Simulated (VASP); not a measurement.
PbF2, 3 atoms in the cell. The structure is cubic, space group Fm-3m (No. 225). The conventional cell has a = 5.961 Å, b = 5.961 Å, c = 5.961 Å, α = 90.00°, β = 90.00°, γ = 90.00°. Within 3.4 Å of Pb (site symmetry m-3m) lie 8 F at 2.58 Å. Within 3.4 Å of F (site symmetry -43m) lie 4 Pb at 2.58 Å and 6 F at 2.98 Å.  This cell differs from its parent crystal: strain +1.2%.

```yaml
Program: VASP 6.6.1
Task: single point
Functional: PBE
Potentials_or_basis: VASP PAW PBE potentials, release 64 (Pb_d, F)
Cutoff: 600 eV
k_mesh: 8 × 8 × 8
Occupations: fermi-dirac, width 0.02 eV
Spin: no spin polarisation
Dipole_correction: no
Further_INCAR_settings: ALGO = Normal; EDIFF = 1e-06; NBANDS = 21
```

Potentials or basis: VASP PAW PBE potentials, release 64 (Pb_d, F).

Run with:

```sh
$ cat potpaw_PBE.64/Pb_d/POTCAR potpaw_PBE.64/F/POTCAR > POTCAR
$ mpirun -np 1 vasp_std > vasp.out
```

Hardware: 1 thread of Intel(R) Xeon(R) Platinum 8488C (Sapphire Rapids) (shared host).

Problem. How long does it take, and how much memory?

Solution. It took 57 s on 1 thread of Intel(R) Xeon(R) Platinum 8488C (Sapphire Rapids), with other jobs on the host, peak memory 0.21 GiB. Counts: scf iterations 14, k points 29.
